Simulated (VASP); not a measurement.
# SrPb2N2 (P-3m1) in VASP: a series of runs

SrPb2N2 is run at these levels: PBE; tasks: single point, relaxation of cell and atoms.

All numbers are computed with VASP 6.6.1; they aren't measurements. Logs are shortened: lines on timing, memory, paths and dates and some standing lists are left out, and cuts for length are marked.

## 1. The cell of the first run

It takes space group P-3m1 (No. 164, trigonal). Conventional cell: a = 3.614 Å, b = 3.614 Å, c = 9.556 Å, α = 90.00°, β = 90.00°, γ = 120.00°. Sr (site symmetry -3m) has 6 N at 2.65 Å and 6 Pb at 3.58 Å and 6 Sr at 3.61 Å within 3.7 Å. Within 3.2 Å of Pb (site symmetry 3m) lie 3 N at 2.45 Å. Within 3.2 Å of N (site symmetry 3m) lie 3 Pb at 2.45 Å and 3 Sr at 2.65 Å.

## 2. Single point, PBE

INCAR reads:

```
SYSTEM = SrPb2N2
  PREC = Accurate
  ENCUT = 520
  EDIFF = 1E-7
  ISMEAR = -1
  SIGMA = 0.02
  LREAL = .False.
  LASPH = .True.
  NELM = 60
  ALGO = Normal
  ISIF = 2
  LWAVE = .False.
  LCHARG = .False.
  GGA = PE
  NBANDS = 32
```

KPOINTS reads:

```
regular mesh
0
Gamma
  7 7 3
  0 0 0
```

POSCAR reads:

```
SrPb2N2
1.0
    3.6140004361      0.0000000000      0.0000000000
   -1.8070002180      3.1298161869      0.0000000000
    0.0000000000      0.0000000000      9.5561562413
Sr Pb N
1 2 2
Direct
    0.0000000000      0.0000000000      0.5000000000
    0.6666666667      0.3333333333      0.1954882917
    0.3333333333      0.6666666667      0.8045117083
    0.6666666667      0.3333333333      0.6702537813
    0.3333333333      0.6666666667      0.3297462187
```

Potentials or basis: VASP PAW PBE potentials, release 64 (Sr_sv, Pb_d, N).

Run with:

```
cat potpaw_PBE.64/Sr_sv/POTCAR potpaw_PBE.64/Pb_d/POTCAR potpaw_PBE.64/N/POTCAR > POTCAR
mpirun -np 1 vasp_std > vasp.out
```

OUTCAR:

```text
SYSTEM = SrPb2N2
   PREC = Accurate
   ENCUT = 520
   EDIFF = 1E-7
   ISMEAR = -1
   LREAL = .False.
   LASPH = .True.
   NELM = 60
   ISIF = 2
   GGA = PE

 ion  position               nearest neighbor table
   1  0.000  0.000  0.500-   4 2.65   5 2.65   5 2.65   4 2.65   4 2.65   5 2.65   2 3.58   3 3.58
                             3 3.58   2 3.58   3 3.58   2 3.58
   2  0.667  0.333  0.195-   5 2.45   5 2.45   5 2.45   1 3.58   1 3.58   1 3.58
   3  0.333  0.667  0.805-   4 2.45   4 2.45   4 2.45   1 3.58   1 3.58   1 3.58
   4  0.667  0.333  0.670-   3 2.45   3 2.45   3 2.45   1 2.65   1 2.65   1 2.65
   5  0.333  0.667  0.330-   2 2.45   2 2.45   2 2.45   1 2.65   1 2.65   1 2.65

  LATTYP: Found a hexagonal cell.
 ALAT       =     3.6140004361
 C/A-ratio  =     2.6442045070

  Lattice vectors:

 A1 = (   3.6140004361,   0.0000000000,   0.0000000000)
 A2 = (  -1.8070002180,   3.1298161869,   0.0000000000)
 A3 = (   0.0000000000,   0.0000000000,   9.5561562413)

Analysis of symmetry for initial positions (statically):
=====================================================================
 Subroutine PRICEL returns:
 Original cell was already a primitive cell.

 Routine SETGRP: Setting up the symmetry group for a
 hexagonal supercell.

 Subroutine GETGRP returns: Found 12 space group operations
 (whereof 12 operations were pure point group operations)
 out of a pool of 24 trial point group operations.

The static configuration has the point symmetry D_3d.

Analysis of symmetry for dynamics (positions and initial velocities):
=====================================================================
 Subroutine PRICEL returns:
 Original cell was already a primitive cell.

 Routine SETGRP: Setting up the symmetry group for a
 hexagonal supercell.

 Subroutine GETGRP returns: Found 12 space group operations
 (whereof 12 operations were pure point group operations)
 out of a pool of 24 trial point group operations.

The dynamic configuration has the point symmetry D_3d.

 Subroutine INISYM returns: Found 12 space group operations
 (whereof 12 operations are pure point group operations),
 and found     1 'primitive' translations

----------------------------------------------------------------------------------------

                                     Primitive cell

  volume of cell :     108.0912

  direct lattice vectors                    reciprocal lattice vectors
     3.614000436  0.000000000  0.000000000     0.276701682  0.159753791  0.000000000
[... 90 lines left out ...]
   NSW    =      0    number of steps for IOM
   IBRION =     -1    ionic relax: 0-MD 1-quasi-New 2-CG
   NFREE  =      0    steps in history (QN), initial steepest desc. (CG)
   ISIF   =      2    stress and relaxation
   ISYM   =      2    0-nonsym 1-usesym 2-fastsym
   POTIM  = 0.5000    time-step for ionic-motion
   TEBEG  =    0.0;   TEEND  =   0.0 temperature during run
   PSTRESS=    0.0 pullay stress
   NELECT =      48.0000    total number of electrons
   NUPDOWN=      -1.0000    fix difference up-down
   EMIN   =  10.00;   EMAX   =-10.00  energy-range for DOS
   EFERMI =   0.00;   METHOD = LEGACY
   ISMEAR =    -1;   SIGMA  =   0.02  broadening in eV -4-tet -1-fermi 0-gaus
   EFERMI_NEDOS =   21; number of points for ismear=-14 and -15
   IALGO  =     38    algorithm
   IMIX   =      4    mixing-type and parameters
     AMIX     =   0.40;   BMIX     =  1.00
     AMIX_MAG =   1.60;   BMIX_MAG =  1.00
  volume/ion in A,a.u.               =      21.62       145.89
  Fermi-wavevector in a.u.,A,eV,Ry     =   1.248989  2.360246 21.224716  1.559973
  Thomas-Fermi vector in A             =   2.383050
   LORBIT       =      0    0 simple, 1 ext, 2 COOP (PROOUT), +10 PAW based schemes
   GGA     = PE    functional components
   LHFCALC =     F    Hartree Fock is set to
   AEXX    =    0.0000 exact exchange contribution
   IVDW    =     0    specifies the selected vdW correction
   LEPSILON=     F    determine dielectric tensor
   LRPA    =     F    only Hartree local field effects (RPA)
 non-spin polarized calculation
  energy-cutoff  :      520.00
  volume of cell :      108.09
 maximum number of plane-waves:      2934
 NGX is ok and might be reduce to    28
   NGX = 13   NGY = 13   NGZ = 35

 number of electron      48.0000007 magnetization

 Free energy of the ion-electron system (eV)
  ---------------------------------------------------
  ext. energy  EPLUGINS =         0.00000000
  ---------------------------------------------------
  free energy    TOTEN  =       -25.99573177 eV

  energy without entropy =      -25.99572790  energy(sigma->0) =      -25.99572983

 E-fermi :   5.1477     XC(G=0):  -9.8589

 val. band max:        5.0070696552   @ k =   0.0000   0.0000   0.0000
 cond. band min:       5.2882490111   @ k =   0.0000   0.0000   0.0000
 fundamental gap:      0.2811793559
 Fermi energy:         5.1476593466

 k-point     1 :       0.0000    0.0000    0.0000
  band No.  band energies     occupation
      1     -28.9404      2.00000
      2     -11.6497      2.00000
      3     -11.4585      2.00000
      4     -11.4545      2.00000
      5     -11.4545      2.00000
      6     -11.4503      2.00000
[... 689 lines left out ...]
     31      10.5563      0.00000
     32      11.0701      0.00000

------------------------ aborting loop because EDIFF is reached ----------------------------------------

  FORCE on cell =-STRESS in cart. coord.  units (eV):
  Direction    XX          YY          ZZ          XY          YZ          ZX
  --------------------------------------------------------------------------------------
  -------------------------------------------------------------------------------------
  Total        0.0760163      0.0760163      0.1125576      0.0000000      0.0000000     -0.0000000
  in kB        1.1267493      1.1267493      1.6683813      0.0000000      0.0000000     -0.0000000
  external PRESSURE =       1.3072933 kB  Pullay stress =       0.0000000 kB

 VOLUME and BASIS-vectors are now :
 -----------------------------------------------------------------------------
  energy-cutoff  :      520.00
  volume of cell :      108.09
      direct lattice vectors                 reciprocal lattice vectors
     3.614000436  0.000000000  0.000000000     0.276701682  0.159753791  0.000000000
    -1.807000218  3.129816187  0.000000000     0.000000000  0.319507581  0.000000000
     0.000000000  0.000000000  9.556156241     0.000000000  0.000000000  0.104644585

 POSITION                                       TOTAL-FORCE (eV/Angst)
 -----------------------------------------------------------------------------------
      0.00000      0.00000      4.77808         0.000000      0.000000     -0.000000
      1.80700      1.04327      1.86812        -0.000000      0.000000     -0.019107
     -0.00000      2.08654      7.68804         0.000000     -0.000000      0.019107
      1.80700      1.04327      6.40505        -0.000000     -0.000000      0.017489
     -0.00000      2.08654      3.15111        -0.000000      0.000000     -0.017489
 -----------------------------------------------------------------------------------
    total drift:                               -0.000000      0.000000      0.000000

  FREE ENERGIE OF THE ION-ELECTRON SYSTEM (eV)
  ---------------------------------------------------
  free  energy   TOTEN  =       -25.9957317668 eV

  energy  without entropy=      -25.9957279011  energy(sigma->0) =      -25.99572983
```

OSZICAR:

```text
N       E                     dE             d eps       ncg     rms          rms(c)
[... 14 lines left out ...]
DAV:  15    -0.259957525242E+02    0.12897E-04   -0.36114E-05  1648   0.304E-02    0.148E-01
DAV:  16    -0.259957469079E+02    0.56163E-05   -0.52981E-06  2208   0.180E-02    0.118E-01
DAV:  17    -0.259957371719E+02    0.97360E-05   -0.10394E-05  2096   0.188E-02    0.714E-02
DAV:  18    -0.259957344141E+02    0.27578E-05   -0.34791E-06  2128   0.108E-02    0.510E-02
DAV:  19    -0.259957321465E+02    0.22676E-05   -0.33360E-06  2072   0.120E-02    0.222E-02
DAV:  20    -0.259957319091E+02    0.23735E-06   -0.93876E-07  1976   0.509E-03    0.156E-02
DAV:  21    -0.259957317605E+02    0.14867E-06   -0.36630E-07  1264   0.425E-03    0.650E-03
DAV:  22    -0.259957317668E+02   -0.63928E-08   -0.14947E-07  1000   0.255E-03
   1 F= -.25995732E+02 E0= -.25995730E+02  d E =-.386577E-05
```

stdout:

```text
POSCAR found type information on POSCAR SrPbN
 POSCAR found :  3 types and       5 ions
 scaLAPACK will be used
 LDA part: xc-table for (Slater+PW92), standard interpolation
 POSCAR, INCAR and KPOINTS ok, starting setup
 FFT: planning ... GRIDC
 FFT: planning ... GRID_SOFT
 FFT: planning ... GRID
 WAVECAR not read
 entering main loop
```

Run time: 3.4 min. Hardware: 1 thread of Intel Xeon 8259CL, shared host; peak memory 0.27 GiB.

What came out:

- Free energy: -25.9957 eV
- Pressure: 0.1 GPa
- Largest force: 0.019 eV/Å
- Band gap on the k mesh: 0.28 eV

Forces in eV/Å, atoms in the order of the input:
```
Sr   0.000  0.000  0.000
Pb   0.000  0.000 -0.019
Pb   0.000  0.000  0.019
N    0.000  0.000  0.017
N    0.000  0.000 -0.017
```

Levels at points of the mesh, in eV from the valence-band top:
```
           k point  band 20  band 21  band 22  band 23  band 24  band 25  band 26  band 27  band 28  band 29
(0.00, 0.00, 0.00)    -1.40    -1.40    -0.86    -0.86     0.00     0.28     2.76     4.21     5.23     5.23
```

Caveat: spin-orbit coupling is left out, which moves the levels of the heavy elements.

## 3. Relaxation of cell and atoms, PBE

This run uses another cell than the first one, of 21.08 Å³/atom.

INCAR reads:

```
SYSTEM = SrPb2N2
PREC = Accurate
ENCUT = 600
EDIFF = 1E-6
ISMEAR = -1
SIGMA = 0.02
LREAL = .FALSE.
LASPH = .TRUE.
NELM = 80
ALGO = Normal
ISIF = 3
LWAVE = .FALSE.
LCHARG = .FALSE.
GGA = PE
IBRION = 2
NSW = 80
EDIFFG = -0.02
```

KPOINTS reads:

```
regular mesh
0
G
  7 7 3
  0 0 0
```

POSCAR reads:

```
SrPb2N2
1.0
    3.5824280000      0.0000000000      0.0000000000
   -1.7912140000      3.1024740000      0.0000000000
    0.0000000000      0.0000000000      9.4849630000
Sr Pb N
1 2 2
Direct
    0.0000000000      0.0000000000      0.5000000000
    0.6666666667      0.3333333333      0.1938650000
    0.3333333333      0.6666666667      0.8061350000
    0.6666666667      0.3333333333      0.6723290000
    0.3333333333      0.6666666667      0.3276710000
```

Potentials or basis: VASP PAW PBE potentials, release 64 (Sr_sv, Pb_d, N).

Run with:

```
cat potpaw_PBE.64/Sr_sv/POTCAR potpaw_PBE.64/Pb_d/POTCAR potpaw_PBE.64/N/POTCAR > POTCAR
mpirun -np 1 vasp_std > vasp.out
```

OUTCAR:

```text
SYSTEM = SrPb2N2
   PREC = Accurate
   ENCUT = 600
   EDIFF = 1E-6
   ISMEAR = -1
   LREAL = .FALSE.
   LASPH = .TRUE.
   NELM = 80
   ISIF = 3
   GGA = PE
   IBRION = 2
   NSW = 80
   EDIFFG = -0.02

 ion  position               nearest neighbor table
   1  0.000  0.000  0.500-   4 2.64   5 2.64   4 2.64   5 2.64   4 2.64   5 2.64   2 3.57   3 3.57
                             3 3.57   2 3.57   2 3.57   3 3.57
   2  0.667  0.333  0.194-   5 2.43   5 2.43   5 2.43   1 3.57   1 3.57   1 3.57
   3  0.333  0.667  0.806-   4 2.43   4 2.43   4 2.43   1 3.57   1 3.57   1 3.57
   4  0.667  0.333  0.672-   3 2.43   3 2.43   3 2.43   1 2.64   1 2.64   1 2.64
   5  0.333  0.667  0.328-   2 2.43   2 2.43   2 2.43   1 2.64   1 2.64   1 2.64

  LATTYP: Found a hexagonal cell.
 ALAT       =     3.5824280000
 C/A-ratio  =     2.6476353468

  Lattice vectors:

 A1 = (   3.5824280000,   0.0000000000,   0.0000000000)
 A2 = (  -1.7912140000,   3.1024740000,   0.0000000000)
 A3 = (   0.0000000000,   0.0000000000,   9.4849630000)

Analysis of symmetry for initial positions (statically):
=====================================================================
 Subroutine PRICEL returns:
 Original cell was already a primitive cell.

 Routine SETGRP: Setting up the symmetry group for a
 hexagonal supercell.

 Subroutine GETGRP returns: Found 12 space group operations
 (whereof 12 operations were pure point group operations)
 out of a pool of 24 trial point group operations.

The static configuration has the point symmetry D_3d.

Analysis of symmetry for dynamics (positions and initial velocities):
=====================================================================
 Subroutine PRICEL returns:
 Original cell was already a primitive cell.

 Routine SETGRP: Setting up the symmetry group for a
 hexagonal supercell.

 Subroutine GETGRP returns: Found 12 space group operations
 (whereof 12 operations were pure point group operations)
 out of a pool of 24 trial point group operations.

The dynamic configuration has the point symmetry D_3d.

 Subroutine INISYM returns: Found 12 space group operations
[... 108 lines left out ...]
   PSTRESS=    0.0 pullay stress
   NELECT =      48.0000    total number of electrons
   NUPDOWN=      -1.0000    fix difference up-down
   EMIN   =  10.00;   EMAX   =-10.00  energy-range for DOS
   EFERMI =   0.00;   METHOD = LEGACY
   ISMEAR =    -1;   SIGMA  =   0.02  broadening in eV -4-tet -1-fermi 0-gaus
   EFERMI_NEDOS =   21; number of points for ismear=-14 and -15
   IALGO  =     38    algorithm
   IMIX   =      4    mixing-type and parameters
     AMIX     =   0.40;   BMIX     =  1.00
     AMIX_MAG =   1.60;   BMIX_MAG =  1.00
  volume/ion in A,a.u.               =      21.08       142.28
  Fermi-wavevector in a.u.,A,eV,Ry     =   1.259452  2.380018 21.581811  1.586218
  Thomas-Fermi vector in A             =   2.393011
   LORBIT       =      0    0 simple, 1 ext, 2 COOP (PROOUT), +10 PAW based schemes
   GGA     = PE    functional components
   LHFCALC =     F    Hartree Fock is set to
   AEXX    =    0.0000 exact exchange contribution
   IVDW    =     0    specifies the selected vdW correction
   LEPSILON=     F    determine dielectric tensor
   LRPA    =     F    only Hartree local field effects (RPA)
 conjugate gradient relaxation of ions
 non-spin polarized calculation
  energy-cutoff  :      600.00
  volume of cell :      105.42
 maximum number of plane-waves:      3535
 NGX is ok and might be reduce to    30
   NGX = 15   NGY = 15   NGZ = 37

--------------------------------------- Ionic step        1  -------------------------------------------

 number of electron      48.0000002 magnetization

 Free energy of the ion-electron system (eV)
  ---------------------------------------------------
  ext. energy  EPLUGINS =         0.00000000
  ---------------------------------------------------
  free energy    TOTEN  =       -25.98312093 eV

  energy without entropy =      -25.98312009  energy(sigma->0) =      -25.98312051

------------------------ aborting loop because EDIFF is reached ----------------------------------------

  FORCE on cell =-STRESS in cart. coord.  units (eV):
  Direction    XX          YY          ZZ          XY          YZ          ZX
  --------------------------------------------------------------------------------------
  -------------------------------------------------------------------------------------
  Total        1.2327725      1.2327728      0.9099762      0.0000000     -0.0000000      0.0000000
  in kB       18.7358006     18.7358047     13.8299106      0.0000000     -0.0000000      0.0000000
  external PRESSURE =      17.1005053 kB  Pullay stress =       0.0000000 kB
[... 104 lines left out ...]
--------------------------------------- Ionic step        4  -------------------------------------------

 number of electron      48.0000007 magnetization

 Free energy of the ion-electron system (eV)
  ---------------------------------------------------
  ext. energy  EPLUGINS =         0.00000000
  ---------------------------------------------------
  free energy    TOTEN  =       -25.99718725 eV

  energy without entropy =      -25.99718275  energy(sigma->0) =      -25.99718500

 E-fermi :   5.1923     XC(G=0):  -9.8871

 val. band max:        5.0551642461   @ k =   0.0000   0.0000   0.0000
 cond. band min:       5.3293948825   @ k =   0.0000   0.0000   0.0000
 fundamental gap:      0.2742306364
 Fermi energy:         5.1922796136

 k-point     1 :       0.0000    0.0000    0.0000
  band No.  band energies     occupation
      1     -28.9298      2.00000
      2     -11.6181      2.00000
      3     -11.4169      2.00000
      4     -11.4128      2.00000
      5     -11.4128      2.00000
      6     -11.4084      2.00000
[... 641 lines left out ...]
  FREE ENERGIE OF THE ION-ELECTRON SYSTEM (eV)
  ---------------------------------------------------
  free  energy   TOTEN  =       -25.9971872477 eV

  energy  without entropy=      -25.9971827487  energy(sigma->0) =      -25.99718500

 reached required accuracy - stopping structural energy minimisation
```

CONTCAR:

```text
SrPb2N2
   1.00000000000000
     3.6140854470425849    0.0000000000000000    0.0000000000000000
    -1.8070427235212925    3.1298901625166864   -0.0000000000000000
     0.0000000000000000   -0.0000000000000000    9.5185712206929711
  Sr              Pb              N
     1     2     2
Direct
     0.0000000000000000    0.0000000000000000    0.5000000000000000
     0.6666666667000030    0.3333333332999970    0.1933876919680384
     0.3333333332999970    0.6666666667000030    0.8066123080319616
     0.6666666667000030    0.3333333332999970    0.6718452388783293
     0.3333333332999970    0.6666666667000030    0.3281547611216707

  0.00000000E+00  0.00000000E+00  0.00000000E+00
  0.00000000E+00  0.00000000E+00  0.00000000E+00
  0.00000000E+00  0.00000000E+00  0.00000000E+00
  0.00000000E+00  0.00000000E+00  0.00000000E+00
  0.00000000E+00  0.00000000E+00  0.00000000E+00
```

Run time: 8 min. Hardware: 1 thread of Intel Xeon 8259CL, shared host; peak memory 0.32 GiB.

Results:

```
Free energy                           : -25.9972 eV
Relaxed volume                        : 21.53 Å³/atom
Relaxed cell                          : a = 3.614 Å, b = 3.614 Å, c = 9.519 Å, α = 90.00°, β = 90.00°, γ = 120.00°
Space group after relaxing (to 0.1 Å) : P-3m1 (No. 164)
Energy gained by relaxing             : 2.8 meV/atom
Ionic steps                           : 4
Pressure after relaxing               : 0.0 GPa
Largest force after relaxing          : 0.014 eV/Å
Band gap on the k mesh                : 0.27 eV
```

Forces on the atoms (eV/Å):
```
Sr   0.000  0.000  0.000
Pb   0.000  0.000  0.013
Pb   0.000  0.000 -0.013
N    0.000  0.000 -0.014
N    0.000  0.000  0.014
```

Stress tensor (GPa, compression positive):
```
 0.05  0.00  0.00
 0.00  0.05  0.00
 0.00  0.00 -0.12
```

The path:
| step | energy change (eV) | largest force (eV/Å) | pressure (GPa) | volume (Å³) |
| --- | --- | --- | --- | --- |
| 1 | 0.0000 | 0.2119 | 1.71 | 105.42 |
| 2 | -0.0088 | 0.1964 | -0.91 | 108.89 |
| 3 | -0.0134 | 0.0478 | 0.01 | 107.57 |
| 4 | -0.0141 | 0.0144 | -0.01 | 107.67 |

Final structure:
```xyz
5
Lattice="3.6141 0.0000 0.0000 -1.8070 3.1299 0.0000 0.0000 0.0000 9.5186" Properties=species:S:1:pos:R:3 pbc="T T T"
Sr    0.0000    0.0000    4.7593
Pb    1.8070    1.0433    1.8408
Pb    0.0000    2.0866    7.6778
N     1.8070    1.0433    6.3950
N     0.0000    2.0866    3.1236
```

Levels at points of the mesh, in eV from the valence-band top:
```
           k point  band 20  band 21  band 22  band 23  band 24  band 25  band 26  band 27  band 28
(0.00, 0.00, 0.00)    -1.39    -1.39    -0.86    -0.86     0.00     0.27     2.81     4.16     5.22
```

Caveat: spin-orbit coupling is left out, which moves the levels of the heavy elements.
